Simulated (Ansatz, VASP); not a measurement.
Two plane-wave programs on CaMg2

Contents of INCAR:

```
  ALGO = Normal
  EDIFF = 1E-6
  ENCUT = 600
  GGA = CA
  GGA_COMPAT = F
  ISIF = 2
  ISMEAR = -1
  LASPH = T
  LCHARG = T
  LELF = T
  LREAL = F
  LVHAR = T
  LWAVE = F
  NBANDS = 23
  NELM = 120
  PREC = Accurate
  SIGMA = 0.1
```

The input KPOINTS:

```
k-points
0
Gamma
  7 7 2
```

File POSCAR:

```
CaMg2
1.0
    3.4682900000      0.0000000000      0.0000000000
   -1.7341450000      3.0036272477      0.0000000000
    0.0000000000      0.0000000000     16.7985200000
Ca Mg
2 4
Direct
    0.3333333333      0.6666666667      0.7500000000
    0.6666666667      0.3333333333      0.2500000000
    0.6666666667      0.3333333333      0.5790600000
    0.3333333333      0.6666666667      0.0790600000
    0.3333333333      0.6666666667      0.4209400000
    0.6666666667      0.3333333333      0.9209400000
```

Input for Ansatz:

```yaml
crystal:
  lattice:
    a: 3.46829
    b: 3.46829
    c: 16.79852
    alpha: 90.0
    beta: 90.0
    gamma: 120.0
  space_group: 194
  atoms:
    - { symbol: Ca, position: [0.3333333333333333, 0.6666666666666666, 0.75] }
    - { symbol: Mg, position: [0.6666666666666666, 0.3333333333333333, 0.57906] }
kpoints:
  mp_grid:
    grid: [7, 7, 2]
hamiltonian:
  xc: lda
  pseudopotentials:
    kind: paw
scf:
  occupations:
    method: fermi_dirac
    width: 0.1
output:
  stress: true
```

Alike in both runs: task single point; functional LDA; k mesh 7 × 7 × 2; occupations fermi-dirac, width 0.1 eV; no spin polarisation.

|  | VASP | Ansatz |
| --- | --- | --- |
| version | VASP 6.6.1 | Ansatz 0.2.0 |
| potentials or method | VASP PAW LDA potentials, release 64 (Ca_sv, Mg) | plane waves, PAW |
| plane-wave cutoff (eV) | 600 | 420 |
| valence electrons in the cell | 28 | 60 |

Ansatz gave:

* pressure (GPa): -1.8
* traceless stress, the component that is largest in VASP (GPa): -1.00

Estimate VASP's values.

pressure (GPa): -2.0; traceless stress, the component that is largest in VASP (GPa): -1.06.

LDA's correlation is that of Perdew and Zunger in VASP and of Perdew and Wang (1992) in Ansatz. VASP's potentials hold 28 valence electrons a cell and Ansatz's 60, so a difference there can come from the potentials and not from the codes.
